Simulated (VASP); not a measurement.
Input of a VASP 6.6.1 run:

Contents of INCAR:

```
  PREC = Accurate
  ENCUT = 520
  EDIFF = 1E-7
  ISMEAR = 0
  SIGMA = 0.05
  LREAL = False
  LASPH = True
  NELM = 80
  ALGO = Fast
  ISIF = 2
  LWAVE = False
  LCHARG = False
  GGA = PS
  NBANDS = 12
```

File KPOINTS:

```
regular mesh
0
Gamma
  22 22 22
```

The input POSCAR:

```
Ta
1.0
   -1.6673475978      1.6673475978      1.6673475978
    1.6673475978     -1.6673475978      1.6673475978
    1.6673475978      1.6673475978     -1.6673475978
Ta
1
Direct
    0.0000000000      0.0000000000      0.0000000000
```

Potentials or basis: VASP PAW PBE potentials, release 64 (Ta_pv).

The run is started by

```bash
$ cat potpaw_PBE.64/Ta_pv/POTCAR > POTCAR
$ mpirun -np 1 vasp_std > vasp.out
```

(1) What does it give for the pressure?

## Answers

(1) -9.0 GPa.

Caveat: the PAW data sets were made with another functional, which shifts forces and pressure a little.
